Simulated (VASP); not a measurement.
Wanted: the native input for a VASP 6.6.1 run.

```yaml
Task: single point
Functional: RPBE
Potentials_or_basis: VASP PAW PBE potentials, release 64 (I, Cu)
Cutoff: 520 eV
k_mesh: 8 × 8 × 8
Occupations: fermi-dirac, width 0.05 eV
Spin: no spin polarisation
Dipole_correction: no
Further_INCAR_settings: ALGO = Normal; EDIFF = 1e-06; NBANDS = 16
```

The structure of CuI lies in POSCAR:

```
CuI
1.0
    0.0000000000      2.9905287613      2.9905287613
    2.9905287613      0.0000000000      2.9905287613
    2.9905287613      2.9905287613      0.0000000000
I Cu
1 1
Direct
    0.0000000000      0.0000000000      0.0000000000
    0.7500000000      0.7500000000      0.7500000000
```

One way to write it, as run:

INCAR

```
SYSTEM = CuI
ALGO     = Normal         ! electronic algorithm
EDIFF    = 1E-6           ! SCF threshold, eV
ENCUT    = 520            ! plane-wave cutoff, eV
GGA      = RP             ! functional
ISIF     = 2              ! what is computed and relaxed
ISMEAR   = -1             ! smearing method
LASPH    = .True.         ! aspherical terms in the spheres
LCHARG   = .False.        ! write CHGCAR
LREAL    = .False.        ! projectors in reciprocal space
LWAVE    = .False.        ! write WAVECAR
NBANDS   = 16             ! bands
NELM     = 60             ! most SCF steps
PREC     = Accurate       ! precision mode
SIGMA    = 0.05           ! smearing width, eV
```

KPOINTS

```
k-points
0
Gamma
  8 8 8
  0 0 0
```

Potentials or basis: VASP PAW PBE potentials, release 64 (I, Cu).

Launch:

```sh
$ cat potpaw_PBE.64/I/POTCAR potpaw_PBE.64/Cu/POTCAR > POTCAR
$ mpirun -np 1 vasp_std > vasp.out
```

Results of the run:

- Pressure: 4.3 GPa
- Band gap on the k mesh: 1.39 eV

Caveat: the cell stands under pressure; the PAW data sets were made with another functional, which shifts forces and pressure a little; spin-orbit coupling is left out, which moves the levels of the heavy elements.

Run time: 18 s on 1 thread of AMD EPYC 7R43 64-Core Processor (Zen 3), on a shared host, peak memory 0.15 GiB.
